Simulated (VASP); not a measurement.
AlIn2N3: single point with PBE

AlIn2N3:

```
Al In N
1.0
     0.00393    5.90598    0.00537
     5.15073    2.95142   -5.52207
    -5.14426    2.94459   -5.51969
Al In N
4 8 12
Direct
  0.15650 0.50826 0.50048
  0.58900 0.75082 0.74402
  0.07058 0.26390 0.26325
  0.67168 0.66277 0.34564
  0.64887 0.00195 0.00853
  0.16250 0.17132 0.83960
  0.66280 0.35315 0.66152
  0.16549 0.83640 0.17427
  0.07283 0.58794 0.92347
  0.57153 0.08926 0.42270
  0.08728 0.91084 0.58336
  0.56991 0.42923 0.10191
  0.37038 0.96000 0.66039
  0.85758 0.47987 0.17847
  0.37667 0.65890 0.95505
  0.87226 0.15478 0.46412
  0.25552 0.40874 0.70774
  0.75829 0.87351 0.24162
  0.30814 0.69638 0.39796
  0.75581 0.23637 0.90156
  0.82439 0.81116 0.80889
  0.30541 0.32765 0.33130
  0.78349 0.58987 0.55413
  0.23499 0.09040 0.09147
```

```
Program             : VASP 6.6.1
Task                : single point
Functional          : PBE
Potentials or basis : VASP PAW PBE potentials, release 64 (Al, In_d, N)
Cutoff              : 520 eV
k mesh              : 3 × 2 × 2, shifted
Occupations         : gaussian, width 0.1 eV
Spin                : no spin polarisation
```

- Pressure: 0.1 GPa
- Largest force: 0.048 eV/Å
- Band gap on the k mesh: 2.04 eV

Forces in eV/Å, atoms in the order of the input:
```
Al  -0.008  0.012  0.005
Al   0.004 -0.001 -0.036
Al  -0.009 -0.004  0.019
Al   0.020 -0.005  0.001
In   0.011  0.001 -0.005
In  -0.016 -0.009  0.005
In  -0.041  0.015  0.003
In   0.017 -0.002  0.007
In  -0.021 -0.001 -0.014
In   0.005  0.007 -0.004
In   0.025 -0.004 -0.010
In   0.005 -0.002  0.011
N   -0.037  0.022  0.013
N   -0.024  0.016 -0.021
N    0.032  0.013  0.023
N    0.034  0.014  0.003
N    0.043 -0.017  0.013
N   -0.040 -0.015  0.014
N   -0.032  0.006  0.009
N    0.005  0.003  0.001
N   -0.001 -0.032  0.022
N   -0.002 -0.023 -0.029
N    0.030  0.006 -0.003
N    0.000  0.000 -0.025
```

Levels at points of the mesh, in eV from the valence-band top:
```
           k point  band 84  band 85  band 86  band 87  band 88  band 89  band 90  band 91  band 92  band 93
(0.00, 0.25, 0.25)    -0.49    -0.38    -0.35    -0.02     0.00     2.03     3.42     3.67     3.76     4.25
```

Wall time 13 min on 1 thread of Intel Xeon 8259CL, on a shared host, peak memory 0.51 GiB.

Caveat: spin-orbit coupling is left out, which moves the levels of the heavy elements; a shifted mesh leaves out Γ, where band edges can lie. A k mesh can miss the band edges.
